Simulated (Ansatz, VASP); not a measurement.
**Two plane-wave programs on SrO**

```
Sr O
1.0
     0.00000    2.62120    2.56980
     2.62120    0.00000    2.56980
     2.62120    2.62120    0.00000
Sr O
1 1
Direct
  0.00000 0.00000 0.00000
  0.50000 0.50000 0.50000
```

Change from the starting cell: equal xx and yy strain of +2 %, PAW files.

Alike in both runs: task electric field gradients; functional PBE; k mesh 8 × 8 × 8; occupations fermi-dirac, width 0.02 eV; no spin polarisation.

|  | VASP | Ansatz |
| --- | --- | --- |
| version | VASP 6.6.1 | Ansatz 0.2.0 |
| potentials or method | VASP PAW PBE potentials, release 64 (Sr_sv, O) | PAW with Ansatz's default frozen-core files, scalar-relativistic |
| plane-wave cutoff (eV) | 520 | 420 |
| valence electrons in the cell | 16 | 16 |

```csv
,VASP,Ansatz,Ansatz less VASP
gap on the k mesh at the Fermi level (eV),3.19,3.24,+0.046
pressure (GPa),-0.1,-0.5,-0.49
"traceless stress, the component that is largest in VASP (GPa)",1.57,1.48,-0.087
size of Vzz on the site where it differs most (V/Å²),6.6,6.3,-0.25
```
